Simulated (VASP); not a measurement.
# MgSe (Fm-3m) in VASP: single point with BLYP

Aim: the single point of MgSe with BLYP.

Everything below comes from runs of VASP 6.6.1. Logs are shortened: lines on timing, memory, paths and dates and some standing lists are left out, and cuts for length are marked.

## Step 1: The cell of the first run

The structure is cubic, space group Fm-3m (No. 225). The conventional cell has a = 5.451 Å, b = 5.451 Å, c = 5.451 Å, α = 90.00°, β = 90.00°, γ = 90.00°. Within 3.6 Å of Se (site symmetry m-3m) lie 6 Mg at 2.73 Å. Within 3.6 Å of Mg (site symmetry m-3m) lie 6 Se at 2.73 Å.

## Step 2: Single point, BLYP, non-collinear spin, zero start, spin-orbit coupling

Contents of INCAR:

```
  AGGAC = 1.0
  AGGAX = 1.0
  ALDAC = 0.0
  ALDAX = 1.0
  ALGO = Normal
  EDIFF = 1E-6
  ENCUT = 600
  GGA = B5
  GGA_COMPAT = F
  ISIF = 2
  ISMEAR = -1
  LASPH = T
  LCHARG = T
  LORBIT = 11
  LORBMOM = T
  LREAL = F
  LSORBIT = T
  LVHAR = T
  LWAVE = F
  MAGMOM = 0 0 0 0 0 0
  NBANDS = 20
  NELM = 200
  PREC = Accurate
  SIGMA = 0.1
```

Contents of KPOINTS:

```
k-points
0
Gamma
  8 8 8
```

Contents of POSCAR:

```
MgSe
1.0
    0.0000000000      2.7255000000      2.7255000000
    2.7255000000      0.0000000000      2.7255000000
    2.7255000000      2.7255000000      0.0000000000
Se Mg
1 1
Direct
    0.5000000000      0.5000000000      0.5000000000
    0.0000000000      0.0000000000      0.0000000000
```

Potentials or basis: VASP PAW PBE potentials, release 64 (Se, Mg).

Started as:

```bash
> cat potpaw_PBE.64/Se/POTCAR potpaw_PBE.64/Mg/POTCAR > POTCAR
> mpirun -np 1 vasp_ncl > vasp.out
```

OUTCAR:

```text
EDIFF = 1E-6
   ENCUT = 600
   GGA = B5
   ISIF = 2
   ISMEAR = -1
   LASPH = T
   LORBIT = 11
   LREAL = F
   LSORBIT = T
   NELM = 200
   PREC = Accurate

 ion  position               nearest neighbor table
   1  0.500  0.500  0.500-   2 2.73   2 2.73   2 2.73   2 2.73   2 2.73   2 2.73
   2  0.000  0.000  0.000-   1 2.73   1 2.73   1 2.73   1 2.73   1 2.73   1 2.73

  LATTYP: Found a face centered cubic cell.
 ALAT       =     5.4510000000

  Lattice vectors:

 A1 = (   0.0000000000,   2.7255000000,   2.7255000000)
 A2 = (   2.7255000000,   0.0000000000,   2.7255000000)
 A3 = (   2.7255000000,   2.7255000000,   0.0000000000)

Analysis of symmetry for initial positions (statically):
=====================================================================
 Subroutine PRICEL returns:
 Original cell was already a primitive cell.

 Routine SETGRP: Setting up the symmetry group for a
 face centered cubic supercell.

 Subroutine GETGRP returns: Found 48 space group operations
 (whereof 48 operations were pure point group operations)
 out of a pool of 48 trial point group operations.

The static configuration has the point symmetry O_h .

Analysis of symmetry for dynamics (positions and initial velocities):
=====================================================================
 Subroutine PRICEL returns:
 Original cell was already a primitive cell.

 Routine SETGRP: Setting up the symmetry group for a
 face centered cubic supercell.

 Subroutine GETGRP returns: Found 48 space group operations
 (whereof 48 operations were pure point group operations)
 out of a pool of 48 trial point group operations.

The dynamic configuration has the point symmetry O_h .

Analysis of structural, dynamic, and magnetic symmetry:
=====================================================================
 Subroutine PRICEL returns:
 Original cell was already a primitive cell.

 Routine SETGRP: Setting up the symmetry group for a
 face centered cubic supercell.

 Subroutine GETGRP returns: Found 48 space group operations
 (whereof 48 operations were pure point group operations)
 out of a pool of 48 trial point group operations.

The overall configuration has the point symmetry O_h .

 Subroutine INISYM returns: Found 48 space group operations
 (whereof 48 operations are pure point group operations),
 and found     1 'primitive' translations

----------------------------------------------------------------------------------------

                                     Primitive cell

  volume of cell :      40.4919

  direct lattice vectors                    reciprocal lattice vectors
     0.000000000  2.725500000  2.725500000    -0.183452578  0.183452578  0.183452578
     2.725500000  0.000000000  2.725500000     0.183452578 -0.183452578  0.183452578
     2.725500000  2.725500000  0.000000000     0.183452578  0.183452578 -0.183452578

  length of vectors
     3.854439064  3.854439064  3.854439064     0.317749185  0.317749185  0.317749185

  position of ions in fractional coordinates (direct lattice)
     0.500000000  0.500000000  0.500000000
     0.000000000  0.000000000  0.000000000

  ion indices of the primitive-cell ions
   primitive index   ion index
                 1           1
                 2           2

----------------------------------------------------------------------------------------

 KPOINTS: k-points

Automatic generation of k-mesh.
 Grid dimensions read from file:
 generate k-points for:    8    8    8

 Generating k-lattice:

  Cartesian coordinates                     Fractional coordinates (reciprocal lattice)
    -0.022931572  0.022931572  0.022931572     0.125000000  0.000000000  0.000000000
     0.022931572 -0.022931572  0.022931572     0.000000000  0.125000000  0.000000000
[... 90 lines left out ...]
  volume of cell :       40.49
 maximum number of plane-waves:      2730
   NGX = 15   NGY = 15   NGZ = 15

 number of electron       8.0000000 magnetization       0.0000000      0.0000000      0.0000000

 number of electron       8.0000000 magnetization      -0.0000000     -0.0000000     -0.0000000

 number of electron       8.0000000 magnetization      -0.0000000      0.0000000      0.0000000

 number of electron       8.0000000 magnetization       0.0000000     -0.0000000     -0.0000000

 Free energy of the ion-electron system (eV)
  ---------------------------------------------------
  ext. energy  EPLUGINS =         0.00000000
  ---------------------------------------------------
  free energy    TOTEN  =        -6.40146901 eV

  energy without entropy =       -6.40146181  energy(sigma->0) =       -6.40146541

 E-fermi :   4.6693     XC(G=0):  -8.9046

 val. band max:        3.7574331208   @ k =   0.0000   0.0000   0.0000
 cond. band min:       5.4837024743   @ k =   0.5000   0.5000   0.0000
 fundamental gap:      1.7262693535
 Fermi energy:         4.6692951056

 k-point     1 :       0.0000    0.0000    0.0000
  band No.  band energies     occupation
      1      -9.2746      1.00000
      2      -9.2746      1.00000
      3       3.3380      1.00000
      4       3.3380      1.00000
      5       3.7574      0.99989
      6       3.7574      0.99989
[... 541 lines left out ...]
     19      15.4635      0.00000
     20      15.4635      0.00000

 [... further k-points ...]
[... 5 lines left out ...]
  --------------------------------------------------------------------------------------
  -------------------------------------------------------------------------------------
  Total        1.1401320      1.1401320      1.1401320     -0.0000000     -0.0000000      0.0000000
  in kB       45.1125267     45.1125267     45.1125267     -0.0000000     -0.0000000      0.0000000
  external PRESSURE =      45.1125267 kB  Pullay stress =       0.0000000 kB

 VOLUME and BASIS-vectors are now :
 -----------------------------------------------------------------------------
  energy-cutoff  :      600.00
  volume of cell :       40.49
      direct lattice vectors                 reciprocal lattice vectors
     0.000000000  2.725500000  2.725500000    -0.183452578  0.183452578  0.183452578
     2.725500000  0.000000000  2.725500000     0.183452578 -0.183452578  0.183452578
     2.725500000  2.725500000  0.000000000     0.183452578  0.183452578 -0.183452578

 POSITION                                       TOTAL-FORCE (eV/Angst)
 -----------------------------------------------------------------------------------
      2.72550      2.72550      2.72550         0.000000      0.000000      0.000000
      0.00000      0.00000      0.00000        -0.000000     -0.000000      0.000000
 -----------------------------------------------------------------------------------
    total drift:                               -0.000000     -0.000000     -0.000000

  FREE ENERGIE OF THE ION-ELECTRON SYSTEM (eV)
  ---------------------------------------------------
  free  energy   TOTEN  =        -6.4014690055 eV

  energy  without entropy=       -6.4014618061  energy(sigma->0) =       -6.40146541

 orbital moment (x)

 # of ion     p       d       tot
 ----------------------------------------
  1         0.000   0.000   0.000
  2         0.000  -0.000  -0.000
 ----------------------------------------
            0.000  -0.000  -0.000

 orbital moment (y)

 # of ion     p       d       tot
 ----------------------------------------
  1         0.000  -0.000  -0.000
  2         0.000   0.000   0.000
 ----------------------------------------
            0.000   0.000   0.000

 orbital moment (z)

 # of ion     p       d       tot
 ----------------------------------------
  1         0.000   0.000   0.000
  2        -0.000   0.000  -0.000
 ----------------------------------------
           -0.000   0.000  -0.000

 Spin-Orbit-Coupling matrix elements

 Ion:    1  E_soc:     -0.0354513
 l=   1
     0.0000000    -0.0059054    -0.0059054
    -0.0059054     0.0000000    -0.0059054
    -0.0059054    -0.0059054     0.0000000
 l=   2
     0.0000000    -0.0000005     0.0000000    -0.0000005    -0.0000027
    -0.0000005     0.0000000    -0.0000020    -0.0000005    -0.0000007
     0.0000000    -0.0000020     0.0000000    -0.0000020     0.0000000
    -0.0000005    -0.0000005    -0.0000020     0.0000000    -0.0000007
    -0.0000027    -0.0000007     0.0000000    -0.0000007     0.0000000
 l=   3
     0.0000000     0.0000000     0.0000000     0.0000000     0.0000000     0.0000000     0.0000000
     0.0000000     0.0000000     0.0000000     0.0000000     0.0000000     0.0000000     0.0000000
     0.0000000     0.0000000     0.0000000     0.0000000     0.0000000     0.0000000     0.0000000
     0.0000000     0.0000000     0.0000000     0.0000000     0.0000000     0.0000000     0.0000000
     0.0000000     0.0000000     0.0000000     0.0000000     0.0000000     0.0000000     0.0000000
     0.0000000     0.0000000     0.0000000     0.0000000     0.0000000     0.0000000     0.0000000
     0.0000000     0.0000000     0.0000000     0.0000000     0.0000000     0.0000000     0.0000000

 Ion:    2  E_soc:     -0.0000655
 l=   1
     0.0000000    -0.0000108    -0.0000108
    -0.0000108     0.0000000    -0.0000108
    -0.0000108    -0.0000108     0.0000000
 l=   2
     0.0000000     0.0000000     0.0000000     0.0000000    -0.0000001
     0.0000000     0.0000000    -0.0000001     0.0000000    -0.0000000
     0.0000000    -0.0000001     0.0000000    -0.0000001     0.0000000
     0.0000000     0.0000000    -0.0000001     0.0000000    -0.0000000
    -0.0000001    -0.0000000     0.0000000    -0.0000000     0.0000000
 l=   3
     0.0000000     0.0000000     0.0000000     0.0000000     0.0000000     0.0000000     0.0000000
     0.0000000     0.0000000     0.0000000     0.0000000     0.0000000     0.0000000     0.0000000
     0.0000000     0.0000000     0.0000000     0.0000000     0.0000000     0.0000000     0.0000000
     0.0000000     0.0000000     0.0000000     0.0000000     0.0000000     0.0000000     0.0000000
     0.0000000     0.0000000     0.0000000     0.0000000     0.0000000     0.0000000     0.0000000
     0.0000000     0.0000000     0.0000000     0.0000000     0.0000000     0.0000000     0.0000000
     0.0000000     0.0000000     0.0000000     0.0000000     0.0000000     0.0000000     0.0000000

 total charge

# of ion       s       p       d       tot
------------------------------------------
    1        1.443   2.541   0.011   3.996
    2        0.145   0.123   0.035   0.303
--------------------------------------------------
tot          1.588   2.663   0.046   4.298

 magnetization (x)

# of ion       s       p       d       tot
------------------------------------------
    1       -0.000   0.000   0.000  -0.000
    2       -0.000   0.000   0.000   0.000
--------------------------------------------------
tot         -0.000   0.000   0.000  -0.000

 magnetization (y)

# of ion       s       p       d       tot
------------------------------------------
    1        0.000   0.000   0.000   0.000
    2        0.000   0.000   0.000   0.000
--------------------------------------------------
tot          0.000   0.000   0.000   0.000

 magnetization (z)

# of ion       s       p       d       tot
------------------------------------------
    1       -0.000   0.000   0.000   0.000
    2       -0.000   0.000   0.000   0.000
--------------------------------------------------
tot         -0.000   0.000   0.000   0.000
```

Wall time 66 s (1 thread of Intel Xeon 8259CL, shared host); peak memory 0.33 GiB.

What came out:

```
Free energy                                           : -6.4015 eV
Pressure                                              : 4.5 GPa
Net moment                                            : 0.00 μB per cell
Valence electrons inside the program's atomic spheres : Se 4.00; Mg 0.30
```

Moments on the atoms (μB; x, y, z):
```
Se  0.00 0.00 0.00
Mg  0.00 0.00 0.00
```

Caveat: the cell stands under pressure; the PAW data sets were made with another functional, which shifts forces and pressure a little.
